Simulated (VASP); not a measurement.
**SnO: single point with PBE+D3(BJ)**

The system is SnO, a slab with vacuum.

```xyz
4
Lattice="3.8202 0.0003 0.0000 -0.0003 3.8202 0.0000 0.0000 0.0000 19.0130" Properties=species:S:1:pos:R:3 pbc="T T T"
Sn    3.8196    3.8202    4.0000
Sn    1.9097    1.9100    6.3630
O     3.8198    1.9102    5.1815
O     1.9096    3.8201    5.1815
```

```
Program             : VASP 6.6.1
Task                : single point
Functional          : PBE
Dispersion          : D3(BJ)
Potentials or basis : VASP PAW PBE potentials, release 64 (Sn_d, O)
Cutoff              : 520 eV
k mesh              : 7 × 7 × 1
Occupations         : gaussian, width 0.05 eV
Spin                : no spin polarisation
```

```
Largest force              : 0.098 eV/Å
Band gap on the k mesh     : 3.06 eV, indirect (least direct gap 3.14 eV)
Dispersion energy per atom : -0.137 eV
```

Forces on the atoms (eV/Å):
```
Sn   0.000  0.000 -0.098
Sn   0.000  0.000  0.098
O    0.000  0.000  0.000
O    0.000  0.000  0.000
```

Levels at points of the mesh, in eV from the valence-band top:
```tsv
k point	band 17	band 18	band 19	band 20	band 21	band 22	band 23	band 24
(0.00, 0.00, 0.00)	-2.08	-1.67	-1.67	-0.04	3.10	3.16	5.26	5.34
```

Wall time 100 s on 1 thread of Intel(R) Xeon(R) Platinum 8488C (Sapphire Rapids) (shared host), peak memory 0.34 GiB.

Caveat: spin-orbit coupling is left out, which moves the levels of the heavy elements.
